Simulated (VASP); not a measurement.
# CO2 (I-42d) in VASP: settings compared, part 2 of 2

VASP 6.6.1. Earlier steps stand in the parts before.

## (3) Single point, LDA

INCAR

```
SYSTEM = CO2
ALGO = Normal
EDIFF = 1E-6
ENCUT = 910
GGA = CA
GGA_COMPAT = .FALSE.
ISIF = 2
ISMEAR = -1
LASPH = .TRUE.
LCHARG = .TRUE.
LELF = .TRUE.
LREAL = .FALSE.
LVHAR = .TRUE.
LWAVE = .FALSE.
NBANDS = 25
NELM = 120
PREC = Accurate
SIGMA = 0.05
```

KPOINTS

```
k-points
0
G
  9 9 9
  0 0 0
```

POSCAR

```
CO2
1.0
   -1.9747270000      1.9747270000      3.0140580000
    1.9747270000     -1.9747270000      3.0140580000
    1.9747270000      1.9747270000     -3.0140580000
O C
4 2
Direct
    0.8750000000      0.9597980000      0.5847980000
    0.3750000000      0.2902020000      0.4152020000
    0.0402020000      0.6250000000      0.9152020000
    0.7097980000      0.1250000000      0.0847980000
    0.0000000000      0.0000000000      0.0000000000
    0.7500000000      0.2500000000      0.5000000000
```

Potentials or basis: VASP PAW LDA potentials, release 64 (O_h, C_h).

Run with:

```bash
cat potpaw_LDA.64/O_h/POTCAR potpaw_LDA.64/C_h/POTCAR > POTCAR
mpirun -np 1 vasp_std > vasp.out
```

Run time: 2.4 min. Hardware: 1 thread of AMD EPYC 7R13 (Zen 3), shared host; peak memory 0.25 GiB.

It converged, with:

- Free energy: -49.2848 eV
- Pressure: -13.6 GPa
- Largest force: 0.472 eV/Å
- Band gap on the k mesh: 7.44 eV (least direct gap 7.92 eV)

Forces on the atoms (eV/Å):
```
O    0.472  0.000  0.000
O   -0.472  0.000  0.000
O    0.000 -0.472  0.000
O    0.000  0.472  0.000
C    0.000  0.000  0.000
C    0.000  0.000  0.000
```

Stress tensor (GPa, compression positive):
```
-13.31   0.00   0.00
  0.00 -13.31   0.00
  0.00   0.00 -14.26
```

Levels at points of the mesh, in eV from the valence-band top:
```tsv
k point	band 12	band 13	band 14	band 15	band 16	band 17	band 18	band 19	band 20	band 21
(0.00, 0.00, 0.00)	-1.19	-1.19	-0.89	-0.89	-0.48	7.44	9.06	9.06	9.09	12.07
```

Caveat: the cutoff is under 1.25 times the usual one of these potentials, so pressure, stress and relaxed cells hold a basis-set (Pulay) error; the cell stands under tension; an odd mesh through Γ misses points on the zone boundary, where band edges can lie.

## (4) Single point, PBE

INCAR

```
SYSTEM = CO2
GGA = PE
ISMEAR = 0
SIGMA = 0.03
LWAVE = .FALSE.
LCHARG = .FALSE.
ISIF = 2
PREC = Accurate
LASPH = .TRUE.
LREAL = .FALSE.
ALGO = Normal
EDIFF = 1E-6
NELM = 120
GGA_COMPAT = .FALSE.
ENCUT = 520
EFERMI = MIDGAP
```

KPOINTS

```
k-points
0
Gamma
  9 9 9
```

POSCAR is that of step 3.

Potentials or basis: VASP PAW PBE potentials, release 64 (O, C).

Run with:

```bash
cat potpaw_PBE.64/O/POTCAR potpaw_PBE.64/C/POTCAR > POTCAR
mpirun -np 1 vasp_std > vasp.out
```

Wall time 29 s (1 thread of AMD EPYC 9R45 (Zen 5), shared host); peak memory 0.17 GiB.

It converged, with:

* Free energy: -43.4270 eV
* Pressure: 0.9 GPa
* Largest force: 0.060 eV/Å
* Band gap on the k mesh: 7.66 eV (least direct gap 8.09 eV)

Forces in eV/Å, atoms in the order of the input:
```
O   -0.060  0.000  0.000
O    0.060  0.000  0.000
O    0.000  0.060  0.000
O    0.000 -0.060  0.000
C    0.000  0.000  0.000
C    0.000  0.000  0.000
```

Stress tensor (GPa, compression positive):
```
 1.52  0.00  0.00
 0.00  1.52  0.00
 0.00  0.00 -0.24
```

Levels at points of the mesh, in eV from the valence-band top:
```csv
k point,band 14,band 15,band 16,band 17,band 18,band 19
"(0.00, 0.00, 0.00)",-0.85,-0.85,-0.46,7.66,9.06,9.15
```

Caveat: an odd mesh through Γ misses points on the zone boundary, where band edges can lie.

## (5) Single point, BLYP+D4

This run uses another cell than the first one, of 7.77 Å³/atom.

INCAR

```
AGGAC    = 1.0          
AGGAX    = 1.0          
ALDAC    = 0.0          
ALDAX    = 1.0          
ALGO     = Normal         # electronic algorithm
EDIFF    = 1E-7           # SCF threshold, eV
ENCUT    = 520            # plane-wave cutoff, eV
GGA      = B5             # functional
ISIF     = 2              # what is computed and relaxed
ISMEAR   = -1             # smearing method
IVDW     = 13             # dispersion correction
LASPH    = T              # aspherical terms in the spheres
LCHARG   = T              # write CHGCAR
LELF     = T              # ELF
LREAL    = F              # projectors in reciprocal space
LVHAR    = T            
LWAVE    = F              # write WAVECAR
NBANDS   = 25             # bands
NELM     = 80             # most SCF steps
PREC     = Accurate       # precision mode
SIGMA    = 0.05           # smearing width, eV
VDW_A1   = 0.44488865   
VDW_A2   = 4.0933009    
VDW_S6   = 1.0          
VDW_S8   = 2.34076671
```

KPOINTS is that of step 4.

POSCAR

```
CO2
1.0
   -1.9696369313      1.9696369313      3.0052762584
    1.9696369313     -1.9696369313      3.0052762584
    1.9696369313      1.9696369313     -3.0052762584
O C
4 2
Direct
    0.8750000000      0.9569898354      0.5819898354
    0.3750000000      0.2930101646      0.4180101646
    0.0430101646      0.6250000000      0.9180101646
    0.7069898354      0.1250000000      0.0819898354
    0.0000000000      0.0000000000      0.0000000000
    0.7500000000      0.2500000000      0.5000000000
```

Run with:

```bash
cat potpaw_PBE.64/O/POTCAR potpaw_PBE.64/C/POTCAR > POTCAR
mpirun -np 1 vasp_std > vasp.out
```

Wall time 75 s (1 thread of Intel Xeon Platinum 8488C (Sapphire Rapids), shared host); peak memory 0.2 GiB.

It converged, with:

```
Free energy                : -42.0982 eV
Pressure                   : 1.8 GPa
Largest force              : 0.107 eV/Å
Band gap on the k mesh     : 7.72 eV (least direct gap 8.13 eV)
Dispersion energy per atom : -0.239 eV
```

Forces on the atoms (eV/Å):
```
O   -0.107  0.000  0.000
O    0.107  0.000  0.000
O    0.000  0.107  0.000
O    0.000 -0.107  0.000
C    0.000  0.000  0.000
C    0.000  0.000  0.000
```

Stress tensor (GPa, compression positive):
```
1.89 0.00 0.00
0.00 1.89 0.00
0.00 0.00 1.62
```

Levels at points of the mesh, in eV from the valence-band top:
```
           k point  band 12  band 13  band 14  band 15  band 16  band 17  band 18  band 19  band 20  band 21
(0.00, 0.00, 0.00)    -1.20    -1.20    -0.81    -0.81    -0.41     7.72     9.15     9.23     9.23    12.13
```

Caveat: the PAW data sets were made with another functional, which shifts forces and pressure a little; an odd mesh through Γ misses points on the zone boundary, where band edges can lie.

## (6) Single point, PBE+D4

INCAR

```
PREC     = Accurate       # precision mode
ENCUT    = 520            # plane-wave cutoff, eV
EDIFF    = 1E-6           # SCF threshold, eV
ISMEAR   = -1             # smearing method
SIGMA    = 0.05           # smearing width, eV
LREAL    = False          # projectors in reciprocal space
LASPH    = True           # aspherical terms in the spheres
NELM     = 60             # most SCF steps
ALGO     = Normal         # electronic algorithm
ISIF     = 2              # what is computed and relaxed
LWAVE    = False          # write WAVECAR
LCHARG   = False          # write CHGCAR
GGA      = PE             # functional
IVDW     = 13             # dispersion correction
NBANDS   = 25             # bands
```

KPOINTS

```
Automatic mesh
0
Gamma
  9 9 9
```

POSCAR

```
CO2
1.0
   -1.9747270000      1.9747270000      3.0140580000
    1.9747270000     -1.9747270000      3.0140580000
    1.9747270000      1.9747270000     -3.0140580000
O C
4 2
Direct
    0.8750000000      0.9597980000      0.5847980000
    0.3750000000      0.2902020000      0.4152020000
    0.0402020000      0.6250000000      0.9152020000
    0.7097980000      0.1250000000      0.0847980000
    0.0000000000      0.0000000000      0.0000000000
    0.7500000000      0.2500000000      0.5000000000
```

Potentials or basis: VASP PAW PBE potentials, release 64 (O, C).

Run with:

```bash
cat potpaw_PBE.64/O/POTCAR potpaw_PBE.64/C/POTCAR > POTCAR
mpirun -np 1 vasp_std > vasp.out
```

It took 41 s on 1 thread of Intel Xeon Platinum 8488C (Sapphire Rapids), shared host; peak memory 0.2 GiB.

Results (log left out):

- Free energy: -44.1867 eV
- Pressure: -1.4 GPa
- Largest force: 0.073 eV/Å
- Band gap on the k mesh: 7.66 eV (least direct gap 8.09 eV)
- Dispersion energy per atom: -0.127 eV

Forces in eV/Å, atoms in the order of the input:
```
O   -0.073  0.000  0.000
O    0.073  0.000  0.000
O    0.000  0.073  0.000
O    0.000 -0.073  0.000
C    0.000  0.000  0.000
C    0.000  0.000  0.000
```

Stress tensor (GPa, compression positive):
```
-0.84  0.00  0.00
 0.00 -0.84  0.00
 0.00  0.00 -2.55
```

Levels at points of the mesh, in eV from the valence-band top:
```csv
k point,band 14,band 15,band 16,band 17,band 18,band 19
"(0.00, 0.00, 0.00)",-0.85,-0.85,-0.46,7.66,9.06,9.15
```

Caveat: an odd mesh through Γ misses points on the zone boundary, where band edges can lie.

## (7) The runs side by side

| task | level | potentials or basis | cell | cutoff (eV) | smearing | dipole correction | tolerance level | purpose | start | gap on the mesh (eV) | pressure (GPa) | largest force (eV/Å) |
| --- | --- | --- | --- | --- | --- | --- | --- | --- | --- | --- | --- | --- |
| relaxation of cell and atoms | PBEsol | VASP PAW PBE potentials, release 64 (O, C) | relaxed to 2 GPa from a = 4.109 Å, angles 122.6, 122.6, 85.6°, 6 atoms | 600 | fermi-dirac 0.05 eV | no | - | - | - | 7.59 | 2.0 | - |
| single point | LDA | VASP PAW LDA potentials, release 64 (O_h, C_h) | a = 4.109 Å, angles 122.6, 122.6, 85.6°, 6 atoms | 910 | fermi-dirac 0.05 eV | no | - | - | - | 7.44 | -13.6 | 0.47 |
| single point | PBE | VASP PAW PBE potentials, release 64 (O, C) | a = 4.109 Å, angles 122.6, 122.6, 85.6°, 6 atoms | 520 | gaussian 0.03 eV | - | tight | restart | from scratch | 7.66 | 0.9 | 0.06 |
| single point | BLYP+D4 | VASP PAW PBE potentials, release 64 (O, C) | a = 4.098 Å, angles 122.5, 122.5, 85.7°, 6 atoms | 520 | fermi-dirac 0.05 eV | no | - | - | - | 7.72 | 1.8 | 0.11 |
| single point | PBE+D4 | VASP PAW PBE potentials, release 64 (O, C) | a = 4.109 Å, angles 122.6, 122.6, 85.6°, 6 atoms | 520 | fermi-dirac 0.05 eV | no | - | - | - | 7.66 | -1.4 | 0.07 |

Alike in all rows: no spin polarisation; k mesh 9 × 9 × 9.

Caveats: an odd mesh through Γ misses points on the zone boundary, where band edges can lie; the PAW data sets were made with another functional, which shifts forces and pressure a little (at least some runs); the cell is relaxed towards a set pressure, so the run minimises the enthalpy, not the energy (at least some runs); the cutoff is under 1.25 times the usual one of these potentials, so pressure, stress and relaxed cells hold a basis-set (Pulay) error (at least some runs); the cell stands under tension (at least some runs).

Absolute energies hang on the potentials; compare differences alone.
